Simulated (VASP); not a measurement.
# C (P6_3/mmc) in VASP: further runs

The runs below take C through single point, with PBE.

All numbers are computed with VASP 6.6.1; they aren't measurements. Logs are shortened: lines on timing, memory, paths and dates and some standing lists are left out, and cuts for length are marked.

## Step 1: The cell of the first run

It takes space group P6_3/mmc (No. 194, hexagonal). Conventional cell: a = 2.388 Å, b = 2.388 Å, c = 12.895 Å, α = 90.00°, β = 90.00°, γ = 120.00°. C (site symmetry 3m) has 4 C at 1.48 to 1.63 Å within 2.0 Å. C (site symmetry 3m) has 4 C at 1.48 to 1.60 Å within 2.0 Å. Within 2.0 Å of C (site symmetry 3m) lie 4 C at 1.48 to 1.60 Å.

## Step 2: Single point, PBE

File INCAR:

```
SYSTEM = C
ALGO = Normal
EDIFF = 1E-7
ENCUT = 520
GGA = PE
ISIF = 2
ISMEAR = 0
LASPH = .TRUE.
LCHARG = .FALSE.
LREAL = .FALSE.
LWAVE = .FALSE.
NBANDS = 36
NELM = 80
PREC = Accurate
SIGMA = 0.05
```

File KPOINTS:

```
k-points
0
G
  12 12 2
  0 0 0
```

File POSCAR:

```
C
1.0
    2.3882000000      0.0000000000      0.0000000000
   -1.1941000000      2.0682418693      0.0000000000
    0.0000000000      0.0000000000     12.8952000000
C
12
Direct
    0.0000000000      0.0000000000      0.1868593266
    0.0000000000      0.0000000000      0.6868593266
    0.0000000000      0.0000000000      0.3131406734
    0.0000000000      0.0000000000      0.8131406734
    0.3333333333      0.6666666667      0.5207665411
    0.6666666667      0.3333333333      0.0207665411
    0.3333333333      0.6666666667      0.9792334589
    0.6666666667      0.3333333333      0.4792334589
    0.3333333333      0.6666666667      0.6450950823
    0.6666666667      0.3333333333      0.1450950823
    0.3333333333      0.6666666667      0.8549049177
    0.6666666667      0.3333333333      0.3549049177
```

Potentials or basis: VASP PAW PBE potentials, release 64 (C).

Run with:

```sh
$ cat potpaw_PBE.64/C/POTCAR > POTCAR
$ mpirun -np 1 vasp_std > vasp.out
```

OUTCAR:

```text
SYSTEM = C
   EDIFF = 1E-7
   ENCUT = 520
   GGA = PE
   ISIF = 2
   ISMEAR = 0
   LASPH = .TRUE.
   LREAL = .FALSE.
   NELM = 80
   PREC = Accurate

 ion  position               nearest neighbor table
   1  0.000  0.000  0.187-  10 1.48  10 1.48  10 1.48   3 1.63
   2  0.000  0.000  0.687-   9 1.48   9 1.48   9 1.48   4 1.63
   3  0.000  0.000  0.313-  12 1.48  12 1.48  12 1.48   1 1.63
   4  0.000  0.000  0.813-  11 1.48  11 1.48  11 1.48   2 1.63
   5  0.333  0.667  0.521-   8 1.48   8 1.48   8 1.48   9 1.60
   6  0.667  0.333  0.021-   7 1.48   7 1.48   7 1.48  10 1.60
   7  0.333  0.667  0.979-   6 1.48   6 1.48   6 1.48  11 1.60
   8  0.667  0.333  0.479-   5 1.48   5 1.48   5 1.48  12 1.60
   9  0.333  0.667  0.645-   2 1.48   2 1.48   2 1.48   5 1.60
  10  0.667  0.333  0.145-   1 1.48   1 1.48   1 1.48   6 1.60
  11  0.333  0.667  0.855-   4 1.48   4 1.48   4 1.48   7 1.60
  12  0.667  0.333  0.355-   3 1.48   3 1.48   3 1.48   8 1.60

  LATTYP: Found a hexagonal cell.
 ALAT       =     2.3882000000
 C/A-ratio  =     5.3995477766

  Lattice vectors:

 A1 = (   2.3882000000,   0.0000000000,   0.0000000000)
 A2 = (  -1.1941000000,   2.0682418693,   0.0000000000)
 A3 = (   0.0000000000,   0.0000000000,  12.8952000000)

Analysis of symmetry for initial positions (statically):
=====================================================================
 Subroutine PRICEL returns:
 Original cell was already a primitive cell.

 Routine SETGRP: Setting up the symmetry group for a
 hexagonal supercell.

 Subroutine GETGRP returns: Found 24 space group operations
 (whereof 12 operations were pure point group operations)
 out of a pool of 24 trial point group operations.

The static configuration has the point symmetry D_3d.
 The point group associated with its full space group is D_6h.

Analysis of symmetry for dynamics (positions and initial velocities):
=====================================================================
 Subroutine PRICEL returns:
 Original cell was already a primitive cell.

 Routine SETGRP: Setting up the symmetry group for a
 hexagonal supercell.

 Subroutine GETGRP returns: Found 24 space group operations
 (whereof 12 operations were pure point group operations)
 out of a pool of 24 trial point group operations.

The dynamic configuration has the point symmetry D_3d.
 The point group associated with its full space group is D_6h.

 Subroutine INISYM returns: Found 24 space group operations
 (whereof 12 operations are pure point group operations),
 and found     1 'primitive' translations

----------------------------------------------------------------------------------------

                                     Primitive cell

  volume of cell :      63.6942

  direct lattice vectors                    reciprocal lattice vectors
     2.388200000  0.000000000  0.000000000     0.418725400  0.241751222  0.000000000
    -1.194100000  2.068241869  0.000000000     0.000000000  0.483502445  0.000000000
     0.000000000  0.000000000 12.895200000     0.000000000  0.000000000  0.077548235

  length of vectors
     2.388200000  2.388200000 12.895200000     0.483502445  0.483502445  0.077548235

  position of ions in fractional coordinates (direct lattice)
     0.000000000  0.000000000  0.186859327
     0.000000000  0.000000000  0.686859327
     0.000000000  0.000000000  0.313140673
     0.000000000  0.000000000  0.813140673
     0.333333333  0.666666667  0.520766541
     0.666666667  0.333333333  0.020766541
     0.333333333  0.666666667  0.979233459
     0.666666667  0.333333333  0.479233459
     0.333333333  0.666666667  0.645095082
     0.666666667  0.333333333  0.145095082
     0.333333333  0.666666667  0.854904918
     0.666666667  0.333333333  0.354904918

  ion indices of the primitive-cell ions
   primitive index   ion index
                 1           1
                 2           2
                 3           3
                 4           4
                 5           5
                 6           6
                 7           7
                 8           8
                 9           9
                10          10
                11          11
                12          12

----------------------------------------------------------------------------------------

 KPOINTS: k-points

Automatic generation of k-mesh.
 Grid dimensions read from file:
 generate k-points for:   12   12    2

 Generating k-lattice:

  Cartesian coordinates                     Fractional coordinates (reciprocal lattice)
     0.034893783  0.020145935  0.000000000     0.083333333 -0.000000000  0.000000000
     0.000000000  0.040291870  0.000000000     0.000000000  0.083333333  0.000000000
     0.000000000  0.000000000  0.038774118     0.000000000  0.000000000  0.500000000

  Length of vectors
     0.040291870  0.040291870  0.038774118

  Shift w.r.t. Gamma in fractional coordinates (k-lattice)
     0.000000000  0.000000000  0.000000000

 Subroutine IBZKPT returns following result:
 ===========================================

 Found     38 irreducible k-points:

 Following reciprocal coordinates:
            Coordinates               Weight
  0.000000  0.000000  0.000000      1.000000
  0.083333  0.000000  0.000000      6.000000
  0.166667  0.000000  0.000000      6.000000
  0.250000  0.000000  0.000000      6.000000
  0.333333 -0.000000  0.000000      6.000000
  0.416667  0.000000  0.000000      6.000000
[... 16 lines left out ...]
  0.250000  0.000000  0.500000      6.000000
  0.333333 -0.000000  0.500000      6.000000
 [... further k-points ...]
   k-points           NKPTS =     38   k-points in BZ     NKDIM =     38   number of bands    NBANDS=     36
   number of dos      NEDOS =    301   number of ions     NIONS =     12
   total plane-waves  NPLWV =  31104
   dimension x,y,z NGX =    18 NGY =   18 NGZ =   96
   dimension x,y,z NGXF=    36 NGYF=   36 NGZF=  192
   ions per type =              12
   NGX,Y,Z   is equivalent  to a cutoff of  12.53, 12.53, 12.38 a.u.
   NGXF,Y,Z  is equivalent  to a cutoff of  25.06, 25.06, 24.75 a.u.
 SYSTEM =  C
   PREC   = accura    normal or accurate (medium, high low for compatibility)
   ISTART =      0    job   : 0-new  1-cont  2-samecut
   ICHARG =      2    charge: 1-file 2-atom 10-const
   ISPIN  =      1    spin polarized calculation?
   LNONCOLLINEAR =      F non collinear calculations
   LSORBIT =      F    spin-orbit coupling
   LASPH  =      T    aspherical Exc in radial PAW
   ENCUT  =  520.0 eV  38.22 Ry    6.18 a.u.   4.44  4.44 23.98*2*pi/ulx,y,z
   NELM   =     80;   NELMIN=  2; NELMDL= -5     # of ELM steps
   EDIFF  = 0.1E-06   stopping-criterion for ELM
   LREAL  =      F    real-space projection
   EDIFFG = 0.1E-05   stopping-criterion for IOM
   NSW    =      0    number of steps for IOM
   IBRION =     -1    ionic relax: 0-MD 1-quasi-New 2-CG
   NFREE  =      0    steps in history (QN), initial steepest desc. (CG)
   ISIF   =      2    stress and relaxation
   ISYM   =      2    0-nonsym 1-usesym 2-fastsym
   POTIM  = 0.5000    time-step for ionic-motion
   TEBEG  =    0.0;   TEEND  =   0.0 temperature during run
   PSTRESS=    0.0 pullay stress
   NELECT =      48.0000    total number of electrons
   NUPDOWN=      -1.0000    fix difference up-down
   EMIN   =  10.00;   EMAX   =-10.00  energy-range for DOS
   EFERMI =   0.00;   METHOD = LEGACY
   ISMEAR =     0;   SIGMA  =   0.05  broadening in eV -4-tet -1-fermi 0-gaus
   EFERMI_NEDOS =   21; number of points for ismear=-14 and -15
   IALGO  =     38    algorithm
   IMIX   =      4    mixing-type and parameters
     AMIX     =   0.40;   BMIX     =  1.00
     AMIX_MAG =   1.60;   BMIX_MAG =  1.00
  volume/ion in A,a.u.               =       5.31        35.82
  Fermi-wavevector in a.u.,A,eV,Ry     =   1.489779  2.815274 30.197338  2.219442
  Thomas-Fermi vector in A             =   2.602644
   LORBIT       =      0    0 simple, 1 ext, 2 COOP (PROOUT), +10 PAW based schemes
   GGA     = PE    functional components
   LHFCALC =     F    Hartree Fock is set to
   AEXX    =    0.0000 exact exchange contribution
   IVDW    =     0    specifies the selected vdW correction
   LEPSILON=     F    determine dielectric tensor
   LRPA    =     F    only Hartree local field effects (RPA)
 non-spin polarized calculation
 Gauss-broadening in eV      SIGMA  =   0.05
  energy-cutoff  :      520.00
  volume of cell :       63.69
 maximum number of plane-waves:      1769
 NGX is ok and might be reduce to    18
   NGX =  9   NGY =  9   NGZ = 47

 number of electron      48.0000014 magnetization

 Free energy of the ion-electron system (eV)
  ---------------------------------------------------
  ext. energy  EPLUGINS =         0.00000000
  ---------------------------------------------------
  free energy    TOTEN  =      -107.06691335 eV

  energy without entropy =     -107.06691335  energy(sigma->0) =     -107.06691335

 E-fermi :  11.1766     XC(G=0): -13.5864

 val. band max:       10.8891540770   @ k =   0.0000   0.0000   0.0000
 cond. band min:      14.0728660662   @ k =   0.0000   0.0000   0.0000
 fundamental gap:      3.1837119892
 Fermi energy:        11.1766102112

 k-point     1 :       0.0000    0.0000    0.0000
  band No.  band energies     occupation
      1     -11.7303      2.00000
      2     -11.0878      2.00000
      3     -10.9864      2.00000
      4      -9.0678      2.00000
      5      -9.0098      2.00000
      6      -6.9077      2.00000
[... 28 lines left out ...]
     35      19.5866      0.00000
     36      20.0805      0.00000
[... 866 lines left out ...]
      6      -4.9281      2.00000
[... 28 lines left out ...]
     35      20.6766      0.00000
     36      20.6766      0.00000

 [... further k-points ...]

------------------------ aborting loop because EDIFF is reached ----------------------------------------

  FORCE on cell =-STRESS in cart. coord.  units (eV):
  Direction    XX          YY          ZZ          XY          YZ          ZX
  --------------------------------------------------------------------------------------
  -------------------------------------------------------------------------------------
  Total       32.0791212     32.0791212    -15.3109424     -0.0000000      0.0000000      0.0000000
  in kB      806.9245753    806.9245753   -385.1344812     -0.0000000      0.0000000      0.0000000
  external PRESSURE =     409.5715565 kB  Pullay stress =       0.0000000 kB

 VOLUME and BASIS-vectors are now :
 -----------------------------------------------------------------------------
  energy-cutoff  :      520.00
  volume of cell :       63.69
      direct lattice vectors                 reciprocal lattice vectors
     2.388200000  0.000000000  0.000000000     0.418725400  0.241751222  0.000000000
    -1.194100000  2.068241869  0.000000000     0.000000000  0.483502445  0.000000000
     0.000000000  0.000000000 12.895200000     0.000000000  0.000000000  0.077548235

 POSITION                                       TOTAL-FORCE (eV/Angst)
 -----------------------------------------------------------------------------------
      0.00000      0.00000      2.40959         0.000000     -0.000000      0.251469
      0.00000      0.00000      8.85719         0.000000     -0.000000      0.251469
      0.00000      0.00000      4.03801        -0.000000      0.000000     -0.251469
      0.00000      0.00000     10.48561         0.000000      0.000000     -0.251469
     -0.00000      1.37883      6.71539         0.000000      0.000000      0.272860
      1.19410      0.68941      0.26779        -0.000000      0.000000      0.272860
     -0.00000      1.37883     12.62741         0.000000     -0.000000     -0.272860
      1.19410      0.68941      6.17981        -0.000000     -0.000000     -0.272860
     -0.00000      1.37883      8.31863        -0.000000      0.000000     -0.133436
      1.19410      0.68941      1.87103         0.000000     -0.000000     -0.133436
     -0.00000      1.37883     11.02417        -0.000000      0.000000      0.133436
      1.19410      0.68941      4.57657         0.000000     -0.000000      0.133436
 -----------------------------------------------------------------------------------
    total drift:                                0.000000     -0.000000      0.000000

  FREE ENERGIE OF THE ION-ELECTRON SYSTEM (eV)
  ---------------------------------------------------
  free  energy   TOTEN  =      -107.0669133511 eV

  energy  without entropy=     -107.0669133511  energy(sigma->0) =     -107.06691335
```

It took 76 s on 1 thread of Intel Xeon Platinum 8259CL at 2.50GHz (Skylake/Cascade Lake), shared host; peak memory 0.2 GiB.

What came out:

```
Free energy            : -107.0669 eV
Pressure               : 41.0 GPa
Largest force          : 0.273 eV/Å
Band gap on the k mesh : 3.18 eV
```

Forces in eV/Å, atoms in the order of the input:
```
C    0.000  0.000  0.251
C    0.000  0.000  0.251
C    0.000  0.000 -0.251
C    0.000  0.000 -0.251
C    0.000  0.000  0.273
C    0.000  0.000  0.273
C    0.000  0.000 -0.273
C    0.000  0.000 -0.273
C    0.000  0.000 -0.133
C    0.000  0.000 -0.133
C    0.000  0.000  0.133
C    0.000  0.000  0.133
```

Stress tensor (GPa, compression positive):
```
 80.69   0.00   0.00
  0.00  80.69   0.00
  0.00   0.00 -38.51
```

Caveat: the cell stands under pressure.

## Step 3: Single point, PBE

This run uses another cell than the first one, of 5.37 Å³/atom.

File INCAR:

```
PREC = Accurate ; ENCUT = 520
EDIFF = 1E-6 ; ISMEAR = 0
SIGMA = 0.05 ; LREAL = F
LASPH = T ; NELM = 80
ALGO = Normal ; ISIF = 2
LWAVE = F ; LCHARG = F
GGA = PE ; NBANDS = 36
```

File KPOINTS:

```
Automatic mesh
0
Gamma
  12 12 2
```

Edit POSCAR of step 2 so:

```diff
@@ -2,5 +2,5 @@
 1.0
-    2.3882000000      0.0000000000      0.0000000000
-   -1.1941000000      2.0682418693      0.0000000000
-    0.0000000000      0.0000000000     12.8952000000
+    2.4323000000      0.0000000000      0.0000000000
+   -1.2161500000      2.1064335896      0.0000000000
+    0.0000000000      0.0000000000     12.5845000000
 C
```

Potentials or basis: VASP PAW PBE potentials, release 64 (C).

Run with:

```sh
$ cat potpaw_PBE.64/C/POTCAR > POTCAR
$ mpirun -np 1 vasp_std > vasp.out
```

OUTCAR:

```text
PREC = Accurate
   ENCUT = 520
   EDIFF = 1E-6
   ISMEAR = 0
   LREAL = F
   LASPH = T
   NELM = 80
   ISIF = 2
   GGA = PE

 ion  position               nearest neighbor table
   1  0.000  0.000  0.187-  10 1.50  10 1.50  10 1.50   3 1.59
   2  0.000  0.000  0.687-   9 1.50   9 1.50   9 1.50   4 1.59
   3  0.000  0.000  0.313-  12 1.50  12 1.50  12 1.50   1 1.59
   4  0.000  0.000  0.813-  11 1.50  11 1.50  11 1.50   2 1.59
   5  0.333  0.667  0.521-   8 1.50   8 1.50   8 1.50   9 1.56
   6  0.667  0.333  0.021-   7 1.50   7 1.50   7 1.50  10 1.56
   7  0.333  0.667  0.979-   6 1.50   6 1.50   6 1.50  11 1.56
   8  0.667  0.333  0.479-   5 1.50   5 1.50   5 1.50  12 1.56
   9  0.333  0.667  0.645-   2 1.50   2 1.50   2 1.50   5 1.56
  10  0.667  0.333  0.145-   1 1.50   1 1.50   1 1.50   6 1.56
  11  0.333  0.667  0.855-   4 1.50   4 1.50   4 1.50   7 1.56
  12  0.667  0.333  0.355-   3 1.50   3 1.50   3 1.50   8 1.56

  LATTYP: Found a hexagonal cell.
 ALAT       =     2.4323000000
 C/A-ratio  =     5.1739094684

[... 215 lines left out ...]
      5      -8.8040      2.00000
      6      -6.3813      2.00000
[... 925 lines left out ...]
     35      20.2210      0.00000
     36      20.2210      0.00000

 [... further k-points ...]

------------------------ aborting loop because EDIFF is reached ----------------------------------------

  FORCE on cell =-STRESS in cart. coord.  units (eV):
  Direction    XX          YY          ZZ          XY          YZ          ZX
  --------------------------------------------------------------------------------------
  -------------------------------------------------------------------------------------
  Total       20.8004857     20.8004857     -4.5939229      0.0000000     -0.0000000      0.0000000
  in kB      516.8722102    516.8722102   -114.1545983      0.0000000     -0.0000000      0.0000000
  external PRESSURE =     306.5299407 kB  Pullay stress =       0.0000000 kB

 VOLUME and BASIS-vectors are now :
 -----------------------------------------------------------------------------
  energy-cutoff  :      520.00
  volume of cell :       64.48
      direct lattice vectors                 reciprocal lattice vectors
     2.432300000  0.000000000  0.000000000     0.411133495  0.237368034  0.000000000
    -1.216150000  2.106433590  0.000000000     0.000000000  0.474736068  0.000000000
     0.000000000  0.000000000 12.584500000     0.000000000  0.000000000  0.079462831

 POSITION                                       TOTAL-FORCE (eV/Angst)
 -----------------------------------------------------------------------------------
      0.00000      0.00000      2.35153        -0.000000      0.000000      0.229483
      0.00000      0.00000      8.64378        -0.000000     -0.000000      0.229483
      0.00000      0.00000      3.94072        -0.000000      0.000000     -0.229483
      0.00000      0.00000     10.23297        -0.000000     -0.000000     -0.229483
     -0.00000      1.40429      6.55359        -0.000000      0.000000      0.224647
      1.21615      0.70214      0.26134         0.000000      0.000000      0.224647
     -0.00000      1.40429     12.32316         0.000000     -0.000000     -0.224647
      1.21615      0.70214      6.03091         0.000000     -0.000000     -0.224647
     -0.00000      1.40429      8.11820         0.000000     -0.000000     -0.141859
      1.21615      0.70214      1.82595        -0.000000      0.000000     -0.141859
     -0.00000      1.40429     10.75855         0.000000     -0.000000      0.141859
      1.21615      0.70214      4.46630        -0.000000      0.000000      0.141859
 -----------------------------------------------------------------------------------
    total drift:                                0.000000     -0.000000      0.000000

  FREE ENERGIE OF THE ION-ELECTRON SYSTEM (eV)
  ---------------------------------------------------
  free  energy   TOTEN  =      -108.2781519092 eV

  energy  without entropy=     -108.2781519092  energy(sigma->0) =     -108.27815191
```

It took 71 s on 1 thread of Intel Xeon Platinum 8259CL at 2.50GHz (Skylake/Cascade Lake), shared host; peak memory 0.2 GiB.

Results:

* Free energy: -108.2782 eV
* Pressure: 30.7 GPa
* Largest force: 0.229 eV/Å
* Band gap on the k mesh: 4.41 eV

Forces in eV/Å, atoms in the order of the input:
```
C    0.000  0.000  0.229
C    0.000  0.000  0.229
C    0.000  0.000 -0.229
C    0.000  0.000 -0.229
C    0.000  0.000  0.225
C    0.000  0.000  0.225
C    0.000  0.000 -0.225
C    0.000  0.000 -0.225
C    0.000  0.000 -0.142
C    0.000  0.000 -0.142
C    0.000  0.000  0.142
C    0.000  0.000  0.142
```

Levels at points of the mesh, in eV from the valence-band top:
| k point | band 21 | band 22 | band 23 | band 24 | band 25 | band 26 | band 27 | band 28 |
| --- | --- | --- | --- | --- | --- | --- | --- | --- |
| (0.00, 0.00, 0.00) | -0.84 | -0.28 | 0.00 | 0.00 | 4.41 | 6.04 | 6.04 | 7.02 |
| (0.50, 0.00, 0.00) | -4.29 | -4.25 | -3.88 | -3.28 | 5.00 | 5.38 | 5.89 | 6.03 |
| (0.00, 0.00, 0.50) | -0.27 | -0.27 | -0.27 | -0.27 | 5.65 | 5.65 | 6.38 | 6.38 |
| (0.50, 0.00, 0.50) | -4.09 | -4.09 | -3.57 | -3.57 | 5.26 | 5.26 | 5.54 | 5.54 |

Caveat: the cell stands under pressure.

(Continued in part 2 of 2.)
